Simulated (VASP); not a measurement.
# TiSi2 (Fddd) in VASP: electric field gradients with LDA

Aim: the electric field gradients of TiSi2 with LDA.

All numbers are computed with VASP 6.6.1; they aren't measurements. Logs are shortened: lines on timing, memory, paths and dates and some standing lists are left out, and cuts for length are marked.

## Step 1: The cell of the first run

It takes space group Fddd (No. 70, orthorhombic). The conventional cell has a = 4.773 Å, b = 8.236 Å, c = 8.523 Å, α = 90.00°, β = 90.00°, γ = 90.00°. Ti (site symmetry 222) has 10 Si at 2.54 to 2.77 Å and 4 Ti at 3.19 Å within 3.4 Å. Within 3.3 Å of Si (site symmetry 2) lie 9 Si at 2.52 to 3.19 Å and 5 Ti at 2.54 to 2.77 Å.

## Step 2: Electric field gradients, LDA

INCAR

```
SYSTEM = TiSi2
ALGO = Normal
EDIFF = 1E-8
ENCUT = 520
GGA = CA
ISIF = 2
ISMEAR = -1
LASPH = .TRUE.
LCHARG = .FALSE.
LEFG = .TRUE.
LREAL = .FALSE.
LWAVE = .FALSE.
NBANDS = 29
NELM = 80
PREC = Accurate
SIGMA = 0.05
```

KPOINTS

```
k-points
0
G
  13 13 13
  0 0 0
```

POSCAR

```
TiSi2
1.0
    0.0000000000      4.1180000000      4.2615000000
    2.3865000000      0.0000000000      4.2615000000
    2.3865000000      4.1180000000      0.0000000000
Ti Si
2 4
Direct
    0.7500000000      0.7500000000      0.7500000000
    0.5000000000      0.5000000000      0.5000000000
    0.0868558212      0.4131441788      0.0868558212
    0.4131441788      0.0868558212      0.4131441788
    0.1631441788      0.8368558212      0.1631441788
    0.8368558212      0.1631441788      0.8368558212
```

Potentials or basis: VASP PAW LDA potentials, release 64 (Ti_sv, Si).

Run with:

```console
> cat potpaw_LDA.64/Ti_sv/POTCAR potpaw_LDA.64/Si/POTCAR > POTCAR
> mpirun -np 1 vasp_std > vasp.out
```

OUTCAR:

```text
SYSTEM = TiSi2
   EDIFF = 1E-8
   ENCUT = 520
   GGA = CA
   ISIF = 2
   ISMEAR = -1
   LASPH = .TRUE.
   LREAL = .FALSE.
   NELM = 80
   PREC = Accurate

 ion  position               nearest neighbor table
   1  0.750  0.750  0.750-   6 2.54   6 2.54   5 2.54   5 2.54   4 2.74   4 2.74   3 2.74   3 2.74
                             3 2.77   4 2.77
   2  0.500  0.500  0.500-   4 2.54   4 2.54   3 2.54   3 2.54   5 2.74   5 2.74   6 2.74   6 2.74
                             5 2.77   6 2.77
   3  0.087  0.413  0.087-   5 2.52   5 2.52   2 2.54   2 2.54   4 2.69   1 2.74   1 2.74   1 2.77
                             4 2.78   4 2.78
   4  0.413  0.087  0.413-   6 2.52   6 2.52   2 2.54   2 2.54   3 2.69   1 2.74   1 2.74   1 2.77
                             3 2.78   3 2.78
   5  0.163  0.837  0.163-   3 2.52   3 2.52   1 2.54   1 2.54   6 2.69   2 2.74   2 2.74   2 2.77
                             6 2.78   6 2.78
   6  0.837  0.163  0.837-   4 2.52   4 2.52   1 2.54   1 2.54   5 2.69   2 2.74   2 2.74   2 2.77
                             5 2.78   5 2.78

  LATTYP: Found a face centered orthorhombic cell.
 ALAT       =     4.7730000000
 B/A-ratio  =     1.7255394930
 C/A-ratio  =     1.7856693903

  Lattice vectors:

 A1 = (   0.0000000000,   4.1180000000,   4.2615000000)
 A2 = (   2.3865000000,   0.0000000000,   4.2615000000)
 A3 = (   2.3865000000,   4.1180000000,   0.0000000000)

Analysis of symmetry for initial positions (statically):
=====================================================================
 Subroutine PRICEL returns:
 Original cell was already a primitive cell.

 Routine SETGRP: Setting up the symmetry group for a
 face centered orthorhombic supercell.

 Subroutine GETGRP returns: Found  8 space group operations
 (whereof  4 operations were pure point group operations)
 out of a pool of  8 trial point group operations.

The static configuration has the point symmetry D_2 .
 The point group associated with its full space group is D_2h.

Analysis of symmetry for dynamics (positions and initial velocities):
=====================================================================
 Subroutine PRICEL returns:
 Original cell was already a primitive cell.

 Routine SETGRP: Setting up the symmetry group for a
 face centered orthorhombic supercell.

 Subroutine GETGRP returns: Found  8 space group operations
 (whereof  4 operations were pure point group operations)
 out of a pool of  8 trial point group operations.

The dynamic configuration has the point symmetry D_2 .
 The point group associated with its full space group is D_2h.

 Subroutine INISYM returns: Found  8 space group operations
 (whereof  4 operations are pure point group operations),
 and found     1 'primitive' translations

----------------------------------------------------------------------------------------

                                     Primitive cell

  volume of cell :      83.7607

  direct lattice vectors                    reciprocal lattice vectors
     0.000000000  4.118000000  4.261500000    -0.209511837  0.121418164  0.117329579
     2.386500000  0.000000000  4.261500000     0.209511837 -0.121418164  0.117329579
     2.386500000  4.118000000  0.000000000     0.209511837  0.121418164 -0.117329579

  length of vectors
     5.926070051  4.884236327  4.759548954     0.269079562  0.269079562  0.269079562

  position of ions in fractional coordinates (direct lattice)
     0.750000000  0.750000000  0.750000000
     0.500000000  0.500000000  0.500000000
     0.086855821  0.413144179  0.086855821
     0.413144179  0.086855821  0.413144179
     0.163144179  0.836855821  0.163144179
     0.836855821  0.163144179  0.836855821

  ion indices of the primitive-cell ions
   primitive index   ion index
                 1           1
                 2           2
                 3           3
                 4           4
                 5           5
                 6           6

----------------------------------------------------------------------------------------

[... 68 lines left out ...]
   NELM   =     80;   NELMIN=  2; NELMDL= -5     # of ELM steps
   EDIFF  = 0.1E-07   stopping-criterion for ELM
   LREAL  =      F    real-space projection
   EDIFFG = 0.1E-06   stopping-criterion for IOM
   NSW    =      0    number of steps for IOM
   IBRION =     -1    ionic relax: 0-MD 1-quasi-New 2-CG
   NFREE  =      0    steps in history (QN), initial steepest desc. (CG)
   ISIF   =      2    stress and relaxation
   ISYM   =      2    0-nonsym 1-usesym 2-fastsym
   POTIM  = 0.5000    time-step for ionic-motion
   TEBEG  =    0.0;   TEEND  =   0.0 temperature during run
   PSTRESS=    0.0 pullay stress
   NELECT =      40.0000    total number of electrons
   NUPDOWN=      -1.0000    fix difference up-down
   EMIN   =  10.00;   EMAX   =-10.00  energy-range for DOS
   EFERMI =   0.00;   METHOD = LEGACY
   ISMEAR =    -1;   SIGMA  =   0.05  broadening in eV -4-tet -1-fermi 0-gaus
   EFERMI_NEDOS =   21; number of points for ismear=-14 and -15
   IALGO  =     38    algorithm
   IMIX   =      4    mixing-type and parameters
     AMIX     =   0.40;   BMIX     =  1.00
     AMIX_MAG =   1.60;   BMIX_MAG =  1.00
  volume/ion in A,a.u.               =      13.96        94.21
  Fermi-wavevector in a.u.,A,eV,Ry     =   1.279621  2.418133 22.278591  1.637430
  Thomas-Fermi vector in A             =   2.412096
   LORBIT       =      0    0 simple, 1 ext, 2 COOP (PROOUT), +10 PAW based schemes
   GGA     = CA    functional components
   LHFCALC =     F    Hartree Fock is set to
   AEXX    =    0.0000 exact exchange contribution
   IVDW    =     0    specifies the selected vdW correction
   LEPSILON=     F    determine dielectric tensor
   LRPA    =     F    only Hartree local field effects (RPA)
 non-spin polarized calculation
  energy-cutoff  :      520.00
  volume of cell :       83.76
 maximum number of plane-waves:      2280
 NGX is ok and might be reduce to    48
   NGX = 23   NGY = 19   NGZ = 17

 number of electron      40.0000003 magnetization

 Free energy of the ion-electron system (eV)
  ---------------------------------------------------
  ext. energy  EPLUGINS =         0.00000000
  ---------------------------------------------------
  free energy    TOTEN  =       -44.91456040 eV

  energy without entropy =      -44.89547510  energy(sigma->0) =      -44.90501775

 E-fermi :  10.0846     XC(G=0): -11.8971

 val. band max:       10.0804391596   @ k =  -0.0769   0.1538   0.2308
 cond. band min:      10.0849761832   @ k =   0.3077   0.4615   0.0769
 fundamental gap:      0.0045370236
 Fermi energy:        10.0845530916

 k-point     1 :       0.0000    0.0000    0.0000
  band No.  band energies     occupation
      1     -45.4658      2.00000
      2     -45.4352      2.00000
      3     -22.2401      2.00000
      4     -22.2292      2.00000
      5     -22.1463      2.00000
      6     -22.1310      2.00000
[... 757 lines left out ...]
     28      14.1851      0.00000
     29      14.3952      0.00000

 [... further k-points ...]

------------------------ aborting loop because EDIFF is reached ----------------------------------------

  FORCE on cell =-STRESS in cart. coord.  units (eV):
  Direction    XX          YY          ZZ          XY          YZ          ZX
  --------------------------------------------------------------------------------------
  -------------------------------------------------------------------------------------
  Total       -2.2371373     -2.5086251     -2.6361988      0.0000000      0.0000000      0.0000000
  in kB      -42.7920361    -47.9850633    -50.4252977      0.0000000      0.0000000      0.0000000
  external PRESSURE =     -47.0674657 kB  Pullay stress =       0.0000000 kB

 VOLUME and BASIS-vectors are now :
 -----------------------------------------------------------------------------
  energy-cutoff  :      520.00
  volume of cell :       83.76
      direct lattice vectors                 reciprocal lattice vectors
     0.000000000  4.118000000  4.261500000    -0.209511837  0.121418164  0.117329579
     2.386500000  0.000000000  4.261500000     0.209511837 -0.121418164  0.117329579
     2.386500000  4.118000000  0.000000000     0.209511837  0.121418164 -0.117329579

 POSITION                                       TOTAL-FORCE (eV/Angst)
 -----------------------------------------------------------------------------------
      3.57975      6.17700      6.39225        -0.000000     -0.000000     -0.000000
      2.38650      4.11800      4.26150         0.000000      0.000000      0.000000
      1.19325      0.71534      2.13075        -0.000000     -0.045410     -0.000000
      1.19325      3.40266      2.13075        -0.000000      0.045410     -0.000000
      2.38650      1.34366      4.26150         0.000000      0.045410      0.000000
      2.38650      6.89234      4.26150         0.000000     -0.045410      0.000000
 -----------------------------------------------------------------------------------
    total drift:                               -0.000000     -0.000000     -0.000000

  FREE ENERGIE OF THE ION-ELECTRON SYSTEM (eV)
  ---------------------------------------------------
  free  energy   TOTEN  =       -44.9145604049 eV

  energy  without entropy=      -44.8954751045  energy(sigma->0) =      -44.90501775

 Electric field gradients (V/A^2)
---------------------------------------------------------------------
 ion       V_xx      V_yy      V_zz      V_xy      V_xz      V_yz
---------------------------------------------------------------------
   1      -5.380    13.424    -8.044    -0.002    -0.000     0.001
   2      -5.380    13.424    -8.044    -0.002    -0.000     0.001
   3      -0.867    14.813   -13.946    -0.000    26.632     0.000
   4      -0.868    14.813   -13.946    -0.000   -26.632    -0.000
   5      -0.867    14.813   -13.946    -0.000    26.632     0.000
   6      -0.868    14.813   -13.946    -0.000   -26.632    -0.000
---------------------------------------------------------------------

 Electric field gradients after diagonalization (V/A^2)
 (convention: |V_zz| > |V_xx| > |V_yy|)
----------------------------------------------------------------------
 ion       V_xx      V_yy      V_zz     asymmetry (V_yy - V_xx)/ V_zz
----------------------------------------------------------------------
   1      -8.044    -5.380    13.424       0.198
   2      -8.044    -5.380    13.424       0.198
   3      20.017    14.813   -34.830       0.149
   4      20.017    14.813   -34.830       0.149
   5      20.017    14.813   -34.830       0.149
   6      20.017    14.813   -34.830       0.149
----------------------------------------------------------------------

           NMR quadrupolar parameters

 Cq : quadrupolar parameter    Cq=e*Q*V_zz/h
 eta: asymmetry parameters     (V_yy - V_xx)/ V_zz
 Q  : nuclear electric quadrupole moment in mb (millibarn)
----------------------------------------------------------------------
 ion       Cq(MHz)       eta       Q (mb)
----------------------------------------------------------------------
   1       0.032       0.198       1.000
   2       0.032       0.198       1.000
   3      -0.084       0.149       1.000
   4      -0.084       0.149       1.000
   5      -0.084       0.149       1.000
   6      -0.084       0.149       1.000
----------------------------------------------------------------------
```

Wall time 7.2 min (1 thread of Intel Xeon 6975P-C (Granite Rapids), shared host); peak memory 0.71 GiB.

What came out:

- Free energy: -44.9146 eV
- Pressure: -4.7 GPa
- Largest force: 0.045 eV/Å
- Band gap on the k mesh: zero (bands 20 and 21 overlap by 1.85 eV)
- Largest electric field gradient by atom: Ti +13.4; Si -34.8 V/Å²

Forces in eV/Å, atoms in the order of the input:
```
Ti   0.000  0.000  0.000
Ti   0.000  0.000  0.000
Si   0.000 -0.045  0.000
Si   0.000  0.045  0.000
Si   0.000  0.045  0.000
Si   0.000 -0.045  0.000
```

Electric field gradients, principal values (V/Å²):
```
atom   least  middle  greatest (by size)
1 Ti  -5.380  -8.044              13.424
2 Ti  -5.380  -8.044              13.424
3 Si  14.813  20.017             -34.830
4 Si  14.813  20.017             -34.830
5 Si  14.813  20.017             -34.830
6 Si  14.813  20.017             -34.830
```

Caveat: the cell stands under tension; without QUAD_EFG the Cq values of the log hold for a quadrupole moment of 1 mb, not for the nuclei.
